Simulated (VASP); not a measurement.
A run of VASP 6.6.1:

File INCAR:

```
SYSTEM = As
ALGO = Normal
EDIFF = 1E-6
ENCUT = 520
GGA = PE
ISIF = 2
ISMEAR = 0
LASPH = .TRUE.
LCHARG = .TRUE.
LELF = .TRUE.
LREAL = .FALSE.
LVHAR = .TRUE.
LWAVE = .FALSE.
NBANDS = 18
NELM = 60
PREC = Accurate
SIGMA = 0.05
```

The input KPOINTS:

```
k-points
0
G
  10 8 10
  0 0 0
```

File POSCAR:

```
As
1.0
    3.6500000000      0.0000000000      0.0000000000
    0.0000000000      0.0000000000     -4.4700000000
   -1.8250000000      5.5000000000      0.0000000000
As
4
Direct
    0.8900000000      0.9400000000      0.7800000000
    0.3900000000      0.5600000000      0.7800000000
    0.1100000000      0.0600000000      0.2200000000
    0.6100000000      0.4064429530      0.2200000000
```

Potentials or basis: VASP PAW PBE potentials, release 64 (As).

Command:

```sh
$ cat potpaw_PBE.64/As/POTCAR > POTCAR
$ mpirun -np 1 vasp_std > vasp.out
```

Hardware: 1 thread of Intel Xeon 8259CL, on a shared host.

Problem. Estimate the wall time of this run.

Solution. Wall time 6 min on 1 thread of Intel Xeon 8259CL (shared host), peak memory 0.41 GiB. Counts: scf iterations 12, k points 227.
